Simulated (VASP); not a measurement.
Set up this calculation in VASP 6.6.1, as the native input.

| Item | Value |
| --- | --- |
| Task | single point |
| Functional | PBE |
| Potentials or basis | VASP PAW PBE potentials, release 64 (H) |
| Cutoff | 520 eV |
| k mesh | 1 × 1 × 1 |
| Occupations | fermi-dirac, width 0.02 eV |
| Spin | no spin polarisation |
| Dipole correction | no |
| Further INCAR settings | LREAL = Auto; ALGO = Normal; EDIFF = 1e-07; NBANDS = 30 |

The structure of H lies in POSCAR:

```
H
1.0
    7.3434200000      0.0000000000      0.0000000000
    0.0000000000      7.3434200000      0.0000000000
    0.0000000000      0.0000000000      7.3434200000
H
24
Direct
    0.2618262336      0.2450356918      0.5015782837
    0.3540448456      0.2861200912      0.5303251074
    0.5852177868      0.6801735431      0.9040746682
    0.5355951314      0.5837607001      0.9359671652
    1.0278861893      0.1747687045      0.2882308243
    1.0871909819      0.1324859534      0.3589199583
    0.5377603351      0.1424676785      0.8006623617
    0.5431937707      0.0437806907      0.8375797653
    0.9484272995      0.2585988545     -0.0231772117
    1.0346813882      0.2383085810      0.0239261815
    0.2319082934      0.6807999542      0.6388576440
    0.2563247097      0.6298836237      0.5556402875
    0.8164043457      0.5495123526      0.7584068459
    0.8182971967      0.5320681644      0.6567239787
    0.5634976619      0.4497087188      0.3535001403
    0.6144139924      0.4261229781      0.2661157880
    1.1061331096      0.7243627629      0.2074510242
    1.1158016292      0.6220943375      0.2396158738
    0.5957850702      1.0947623859      0.3666139210
    0.5769110306      1.0227387239      0.2973137857
    0.2763153953      0.4541753025      0.8929082090
    0.2996287833      0.3742397956      0.8341481217
    0.7651339567      1.0457252888      0.5935790136
    0.8569848926      1.0800553421      0.5602430475
```

One way to write it, as run:

INCAR

```
  PREC = Accurate
  ENCUT = 520
  EDIFF = 1E-7
  ISMEAR = -1
  SIGMA = 0.02
  LREAL = Auto
  LASPH = T
  NELM = 60
  ALGO = Normal
  ISIF = 2
  LWAVE = F
  LCHARG = T
  GGA = PE
  LELF = T
  LVHAR = T
  NBANDS = 30
```

KPOINTS

```
regular mesh
0
Gamma
  1 1 1
```

Potentials or basis: VASP PAW PBE potentials, release 64 (H).

The run is started by

```sh
$ cat potpaw_PBE.64/H/POTCAR > POTCAR
$ mpirun -np 1 vasp_gam > vasp.out
```

It gave:

The pressure is -0.1 GPa and the largest force is 2.233 eV/Å.

Caveat: the k points lie up to 0.86 Å⁻¹ apart, too coarse for converged energies, forces and pressures; the atoms stand as in a frame of molecular dynamics.

Wall time 19 s on 1 thread of Intel(R) Xeon(R) 6975P-C (Granite Rapids), with other jobs on the host, peak memory 0.4 GiB.
